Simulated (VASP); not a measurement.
A run of VASP 6.6.1 is set up as follows.

File INCAR:

```
SYSTEM = Co
PREC = Accurate ; ENCUT = 520
EDIFF = 1E-6 ; ISMEAR = 0
SIGMA = 0.15 ; LREAL = .FALSE.
LASPH = .TRUE. ; NELM = 150
ALGO = Fast ; ISIF = 2
LWAVE = .FALSE. ; LCHARG = .FALSE.
ISPIN = 2 ; MAGMOM = 1.86 1.86
LORBIT = 11 ; LMAXMIX = 4
GGA = PE ; NBANDS = 20
```

File KPOINTS:

```
Automatic mesh
0
G
  21 21 12
  0 0 0
```

Contents of POSCAR:

```
Co
1.0
    2.5682000000      0.0000000000      0.0000000000
   -1.2841000000      2.2241264420      0.0000000000
    0.0000000000      0.0000000000      4.3548000000
Co
2
Direct
    0.3333333333      0.6666666667      0.2500000000
    0.6666666667      0.3333333333      0.7500000000
```

Potentials or basis: VASP PAW PBE potentials, release 64 (Co).

The run is started by

```bash
$ cat potpaw_PBE.64/Co/POTCAR > POTCAR
$ mpirun -np 1 vasp_std > vasp.out
```

Estimate the site moments.

Co +1.76 μB.

Predict the net moment.

3.44 μB per cell.

Predict the pressure.

-20.4 GPa.

Stress tensor (GPa, compression positive):
```
-17.80   0.00   0.00
  0.00 -17.80   0.00
  0.00   0.00 -25.60
```

Caveat: the cell stands under tension.
